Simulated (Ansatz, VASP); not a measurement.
# HfB: VASP beside Ansatz

```
Hf B
1.0
     0.00000    2.32909    2.32909
     2.32909    0.00000    2.32909
     2.32909    2.32909    0.00000
Hf B
1 1
Cartesian
  2.3291 2.3291 2.3291
  0.0000 0.0000 0.0000
```

Change from the starting cell: volume scaled by 1.025.

Alike in both runs: task single point; functional PBE; k mesh 15 × 15 × 15; occupations fermi-dirac, width 0.05 eV; no spin polarisation.

|  | VASP | Ansatz |
| --- | --- | --- |
| version | VASP 6.6.1 | Ansatz 0.2.0 |
| potentials or method | VASP PAW PBE potentials, release 64 (Hf_pv, B), cutoff 520 eV | all-electron LAPW, scalar-relativistic |

|  | VASP | Ansatz | Ansatz less VASP |
| --- | --- | --- | --- |
| pressure (GPa) | 24.0 | 23.3 | -0.66 |

Ansatz ran all-electron here, and VASP with PAW potentials.

Spin-orbit coupling is off throughout.
